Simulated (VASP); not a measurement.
# NaH (Fm-3m) in VASP: single point with PBE

Aim: the single point of NaH with PBE.

Everything below comes from runs of VASP 6.6.1. Logs are shortened: lines on timing, memory, paths and dates and some standing lists are left out, and cuts for length are marked.

### 1 The cell of the first run

The structure is cubic, space group Fm-3m (No. 225). The conventional cell has a = 4.830 Å, b = 4.830 Å, c = 4.830 Å, α = 90.00°, β = 90.00°, γ = 90.00°. Na (site symmetry m-3m) has 6 H at 2.41 Å within 3.2 Å. H (site symmetry m-3m) has 6 Na at 2.41 Å within 3.2 Å.

### 2 Single point, PBE

The input, INCAR:

```
SYSTEM = NaH
  PREC = Accurate
  ENCUT = 520
  EDIFF = 1E-6
  ISMEAR = 0
  SIGMA = 0.02
  LREAL = .False.
  LASPH = .True.
  NELM = 80
  ALGO = Normal
  ISIF = 2
  LWAVE = .False.
  LCHARG = .False.
  GGA = PE
  NBANDS = 21
```

The input, KPOINTS:

```
regular mesh
0
Gamma
  9 9 4
  0 0 0
```

The input, POSCAR:

```
NaH
1.0
    3.4151727150      0.0000002857      0.0000000000
   -1.7075866049      2.9576261867      0.0000000000
    0.0000000000      0.0000000000      8.3654496696
Na H
3 3
Direct
    0.0000000000      0.0000000000      0.0000000000
    0.3333333333      0.6666666667      0.3333333333
    0.6666666667      0.3333333333      0.6666666667
    0.6666666667      0.3333333333      0.1666666667
    0.0000000000      0.0000000000      0.5000000000
    0.3333333333      0.6666666667      0.8333333333
```

Potentials or basis: VASP PAW PBE potentials, release 64 (Na_pv, H).

The run is started by

```console
cat potpaw_PBE.64/Na_pv/POTCAR potpaw_PBE.64/H/POTCAR > POTCAR
mpirun -np 1 vasp_std > vasp.out
```

OUTCAR:

```text
SYSTEM = NaH
   PREC = Accurate
   ENCUT = 520
   EDIFF = 1E-6
   ISMEAR = 0
   LREAL = .False.
   LASPH = .True.
   NELM = 80
   ISIF = 2
   GGA = PE

 ion  position               nearest neighbor table
   1  0.000  0.000  0.000-
   2  0.333  0.667  0.333-
   3  0.667  0.333  0.667-
   4  0.667  0.333  0.167-
   5  0.000  0.000  0.500-
   6  0.333  0.667  0.833-

  LATTYP: Found a hexagonal cell.
 ALAT       =     3.4151727150
 C/A-ratio  =     2.4494953455

  Lattice vectors:

 A1 = (   3.4151727150,   0.0000002857,   0.0000000000)
 A2 = (  -1.7075866049,   2.9576261867,   0.0000000000)
 A3 = (   0.0000000000,   0.0000000000,   8.3654496696)

Analysis of symmetry for initial positions (statically):
=====================================================================
 Subroutine PRICEL returns following result:

  LATTYP: Found a face centered cubic cell.
 ALAT       =     4.8297909357

  Lattice vectors:

 A1 = (   1.7075864398,  -0.9858753002,   2.7884832229)
 A2 = (  -0.0000001651,   1.9717508865,   2.7884832229)
 A3 = (  -1.7075862747,  -0.9858755862,   2.7884832238)

   3 primitive cells build up your supercell.

 Routine SETGRP: Setting up the symmetry group for a
 hexagonal supercell.

 Subroutine GETGRP returns: Found 12 space group operations
 (whereof 12 operations were pure point group operations)
 out of a pool of 24 trial point group operations.

The static configuration has the point symmetry D_3d.

Analysis of symmetry for dynamics (positions and initial velocities):
=====================================================================
 Subroutine PRICEL returns following result:

  LATTYP: Found a face centered cubic cell.
 ALAT       =     4.8297909357

  Lattice vectors:

 A1 = (   1.7075864398,  -0.9858753002,   2.7884832229)
 A2 = (  -0.0000001651,   1.9717508865,   2.7884832229)
 A3 = (  -1.7075862747,  -0.9858755862,   2.7884832238)

   3 primitive cells build up your supercell.

[... 94 lines left out ...]
   ions per type =               3   3
   NGX,Y,Z   is equivalent  to a cutoff of  13.63, 13.63, 12.72 a.u.
   NGXF,Y,Z  is equivalent  to a cutoff of  27.26, 27.26, 25.44 a.u.
 SYSTEM =  NaH
   PREC   = accura    normal or accurate (medium, high low for compatibility)
   ISTART =      0    job   : 0-new  1-cont  2-samecut
   ICHARG =      2    charge: 1-file 2-atom 10-const
   ISPIN  =      1    spin polarized calculation?
   LNONCOLLINEAR =      F non collinear calculations
   LSORBIT =      F    spin-orbit coupling
   LASPH  =      T    aspherical Exc in radial PAW
   ENCUT  =  520.0 eV  38.22 Ry    6.18 a.u.   6.35  6.35 15.55*2*pi/ulx,y,z
   NELM   =     80;   NELMIN=  2; NELMDL= -5     # of ELM steps
   EDIFF  = 0.1E-05   stopping-criterion for ELM
   LREAL  =      F    real-space projection
   EDIFFG = 0.1E-04   stopping-criterion for IOM
   NSW    =      0    number of steps for IOM
   IBRION =     -1    ionic relax: 0-MD 1-quasi-New 2-CG
   NFREE  =      0    steps in history (QN), initial steepest desc. (CG)
   ISIF   =      2    stress and relaxation
   ISYM   =      2    0-nonsym 1-usesym 2-fastsym
   POTIM  = 0.5000    time-step for ionic-motion
   TEBEG  =    0.0;   TEEND  =   0.0 temperature during run
   PSTRESS=    0.0 pullay stress
   NELECT =      24.0000    total number of electrons
   NUPDOWN=      -1.0000    fix difference up-down
   EMIN   =  10.00;   EMAX   =-10.00  energy-range for DOS
   EFERMI =   0.00;   METHOD = LEGACY
   ISMEAR =     0;   SIGMA  =   0.02  broadening in eV -4-tet -1-fermi 0-gaus
   EFERMI_NEDOS =   21; number of points for ismear=-14 and -15
   IALGO  =     38    algorithm
   IMIX   =      4    mixing-type and parameters
     AMIX     =   0.40;   BMIX     =  1.00
     AMIX_MAG =   1.60;   BMIX_MAG =  1.00
  volume/ion in A,a.u.               =      14.08        95.04
  Fermi-wavevector in a.u.,A,eV,Ry     =   1.076127  2.033585 15.756215  1.158049
  Thomas-Fermi vector in A             =   2.212003
   LORBIT       =      0    0 simple, 1 ext, 2 COOP (PROOUT), +10 PAW based schemes
   GGA     = PE    functional components
   LHFCALC =     F    Hartree Fock is set to
   AEXX    =    0.0000 exact exchange contribution
   IVDW    =     0    specifies the selected vdW correction
   LEPSILON=     F    determine dielectric tensor
   LRPA    =     F    only Hartree local field effects (RPA)
 non-spin polarized calculation
 Gauss-broadening in eV      SIGMA  =   0.02
  energy-cutoff  :      520.00
  volume of cell :       84.50
 maximum number of plane-waves:      2301
 NGX is ok and might be reduce to    28
   NGX = 13   NGY = 13   NGZ = 31

 number of electron      24.0000001 magnetization

 Free energy of the ion-electron system (eV)
  ---------------------------------------------------
  ext. energy  EPLUGINS =         0.00000000
  ---------------------------------------------------
  free energy    TOTEN  =       -15.26283377 eV

  energy without entropy =      -15.26283377  energy(sigma->0) =      -15.26283377

 E-fermi :  -1.0163     XC(G=0):  -7.7757

 val. band max:       -1.1423435934   @ k =   0.2222   0.2222   0.5000
 cond. band min:       2.6547817508   @ k =   0.0000   0.0000   0.5000
 fundamental gap:      3.7971253442
 Fermi energy:        -1.0162872292

 k-point     1 :       0.0000    0.0000    0.0000
  band No.  band energies     occupation
      1     -23.2784      2.00000
      2     -23.2784      2.00000
      3     -23.2161      2.00000
      4     -23.2161      2.00000
      5     -23.2161      2.00000
      6     -23.2161      2.00000
[... 565 lines left out ...]
     20      10.1277      0.00000
     21      12.2286      0.00000

 [... further k-points ...]
[... 5 lines left out ...]
  --------------------------------------------------------------------------------------
  -------------------------------------------------------------------------------------
  Total       -0.0041366     -0.0041366     -0.0041527     -0.0000000     -0.0000000     -0.0000000
  in kB       -0.0784347     -0.0784347     -0.0787394     -0.0000000     -0.0000000     -0.0000000
  external PRESSURE =      -0.0785363 kB  Pullay stress =       0.0000000 kB

 VOLUME and BASIS-vectors are now :
 -----------------------------------------------------------------------------
  energy-cutoff  :      520.00
  volume of cell :       84.50
      direct lattice vectors                 reciprocal lattice vectors
     3.415172715  0.000000286  0.000000000     0.292810945  0.169054511  0.000000000
    -1.707586605  2.957626187  0.000000000    -0.000000028  0.338108973  0.000000000
     0.000000000  0.000000000  8.365449670     0.000000000  0.000000000  0.119539300

 POSITION                                       TOTAL-FORCE (eV/Angst)
 -----------------------------------------------------------------------------------
      0.00000      0.00000      0.00000         0.000000      0.000000     -0.000000
     -0.00000      1.97175      2.78848        -0.000000     -0.000000     -0.000000
      1.70759      0.98588      5.57697         0.000000      0.000000      0.000000
      1.70759      0.98588      1.39424        -0.000000     -0.000000     -0.000000
      0.00000      0.00000      4.18272        -0.000000     -0.000000     -0.000000
     -0.00000      1.97175      6.97121        -0.000000     -0.000000     -0.000000
 -----------------------------------------------------------------------------------
    total drift:                               -0.000000      0.000000      0.000000

  FREE ENERGIE OF THE ION-ELECTRON SYSTEM (eV)
  ---------------------------------------------------
  free  energy   TOTEN  =       -15.2628337723 eV

  energy  without entropy=      -15.2628337723  energy(sigma->0) =      -15.26283377
```

stdout:

```text
POSCAR found type information on POSCAR NaH
 POSCAR found :  2 types and       6 ions
 scaLAPACK will be used
 LDA part: xc-table for (Slater+PW92), standard interpolation
 POSCAR, INCAR and KPOINTS ok, starting setup
 FFT: planning ... GRIDC
 FFT: planning ... GRID_SOFT
 FFT: planning ... GRID
 WAVECAR not read
 entering main loop
```

It took 2.2 min on 1 thread of AMD EPYC 7R43 (Zen 3), shared host; peak memory 0.19 GiB.

Results:

| Property | Result |
| --- | --- |
| Free energy | -15.2628 eV |
| Pressure | 0.0 GPa |
| Band gap on the k mesh | 3.80 eV |
